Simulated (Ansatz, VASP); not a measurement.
**One calculation of Lu, two programs**

```
Lu
1.0
     3.44578    0.00000    0.00000
    -1.72289    2.98414    0.00000
     0.00000    0.00000    5.34889
Lu
2
Cartesian
  0.0000 1.9894 1.3372
  1.7229 0.9947 4.0117
```

Alike in both runs: functional PBEsol; k mesh 17 × 17 × 9; occupations fermi-dirac, width 0.05 eV; no spin polarisation.

Ansatz relaxed the structure, and its values are those at the end. VASP's run is a single point on that final structure, the one shown.

|  | VASP | Ansatz |
| --- | --- | --- |
| version | VASP 6.6.1 | Ansatz 0.2.0 |
| potentials or method | VASP PAW PBE potentials, release 64 (Lu) | PAW with Ansatz's default frozen-core files, scalar-relativistic |
| plane-wave cutoff (eV) | 520 | 420 |
| valence electrons in the cell | 50 | 50 |

VASP gave:

```
pressure (GPa) : 0.1
```

Problem. What did Ansatz give for the same quantities?

Solution. Pressure (GPa): 0.0.

VASP's potentials were made for PBE, not for PBEsol. With one functional, cell and mesh, what is left measures potentials, basis and numerics.

Spin-orbit coupling is off throughout.
